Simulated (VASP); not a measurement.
Crystal: In3GaP4.

```
In Ga P
1.0
     5.76856    0.00000    0.00000
     0.00000   -5.76856    0.00000
     0.00000    0.00000   -5.76856
In Ga P
3 1 4
Direct
  0.00000 0.00000 0.00000
  0.50000 0.50000 0.00000
  0.50000 0.00000 0.50000
  0.00000 0.50000 0.50000
  0.25000 0.25000 0.25000
  0.75000 0.75000 0.25000
  0.75000 0.25000 0.75000
  0.25000 0.75000 0.75000
```

- Program: VASP 6.6.1
- Task: relaxation of cell and atoms
- Functional: PBEsol
- Potentials or basis: VASP PAW PBE potentials, release 64 (In_d, Ga_d, P)
- Cutoff: 600 eV
- k mesh: 6 × 6 × 6
- Occupations: gaussian, width 0.01 eV
- Spin: no spin polarisation

At the start: pressure 0.7 GPa; volume 23.99 Å³/atom.

Q: Where does the relaxation end?

A: Over 6 steps the energy falls by 32.8 meV/atom; space group P-43m (No. 215, to 0.1 Å) before and after.

Step by step:
| step | energy change (eV) | largest force (eV/Å) | pressure (GPa) | volume (Å³) |
| --- | --- | --- | --- | --- |
| 1 | 0.0000 | 1.1412 | 0.69 | 191.96 |
| 2 | -0.1886 | 0.5765 | -0.80 | 194.84 |
| 3 | -0.2300 | 0.1550 | -1.68 | 196.92 |
| 4 | -0.2538 | 0.1276 | 0.83 | 189.60 |
| 5 | -0.2622 | 0.0243 | -0.06 | 192.02 |
| 6 | -0.2624 | 0.0024 | -0.01 | 191.90 |

Final structure:
```yaml
crystal:
  lattice:
    - [5.76796, 0.00000, 0.00000]
    - [0.00000, -5.76796, 0.00000]
    - [0.00000, 0.00000, -5.76796]
  atoms:
    - { symbol: In, position: [0.00000, 0.00000, 0.00000] }
    - { symbol: In, position: [0.50000, 0.50000, 0.00000] }
    - { symbol: In, position: [0.50000, 0.00000, 0.50000] }
    - { symbol: Ga, position: [0.00000, 0.50000, 0.50000] }
    - { symbol: P, position: [0.23897, 0.26103, 0.26103] }
    - { symbol: P, position: [0.76103, 0.73897, 0.26103] }
    - { symbol: P, position: [0.76103, 0.26103, 0.73897] }
    - { symbol: P, position: [0.23897, 0.73897, 0.73897] }
```

Caveat: the PAW data sets were made with another functional, which shifts forces and pressure a little; spin-orbit coupling is left out, which moves the levels of the heavy elements.
